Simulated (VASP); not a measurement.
Wanted: the native input for a VASP 6.6.1 run.

```yaml
Task: single point
Functional: PBE
Potentials_or_basis: VASP PAW PBE potentials, release 64 (Sn_d, Te)
Cutoff: 520 eV
k_mesh: 12 × 12 × 12
Occupations: fermi-dirac, width 0.08 eV
Spin: no spin polarisation
Dipole_correction: no
Further_INCAR_settings: ALGO = Normal; EDIFF = 1e-06; NBANDS = 17
```

The structure of SnTe (zincblende type) lies in POSCAR:

```
SnTe
1.0
    0.0000000000      3.1077977469      3.1077977469
    3.1077977469      0.0000000000      3.1077977469
    3.1077977469      3.1077977469      0.0000000000
Sn Te
1 1
Direct
    0.0000000000      0.0000000000      0.0000000000
    0.2500000000      0.2500000000      0.2500000000
```

The input as run:

INCAR

```
PREC     = Accurate       # precision mode
ENCUT    = 520            # plane-wave cutoff, eV
EDIFF    = 1E-6           # SCF threshold, eV
ISMEAR   = -1             # smearing method
SIGMA    = 0.08           # smearing width, eV
LREAL    = F              # projectors in reciprocal space
LASPH    = T              # aspherical terms in the spheres
NELM     = 60             # most SCF steps
ALGO     = Normal         # electronic algorithm
ISIF     = 2              # what is computed and relaxed
LWAVE    = F              # write WAVECAR
LCHARG   = F              # write CHGCAR
GGA      = PE             # functional
NBANDS   = 17             # bands
```

KPOINTS

```
regular mesh
0
Gamma
  12 12 12
```

Potentials or basis: VASP PAW PBE potentials, release 64 (Sn_d, Te).

Command:

```console
$ cat potpaw_PBE.64/Sn_d/POTCAR potpaw_PBE.64/Te/POTCAR > POTCAR
$ mpirun -np 1 vasp_std > vasp.out
```

Results of the run:

| Item | Value |
| --- | --- |
| Pressure | 24.6 GPa |
| Band gap on the k mesh | zero (bands 10 and 11 overlap by 1.86 eV) |

Caveat: the cell stands under pressure; spin-orbit coupling is left out, which moves the levels of the heavy elements.

Wall time 94 s on 1 thread of AMD EPYC 7R13, with other jobs on the host, peak memory 0.22 GiB.
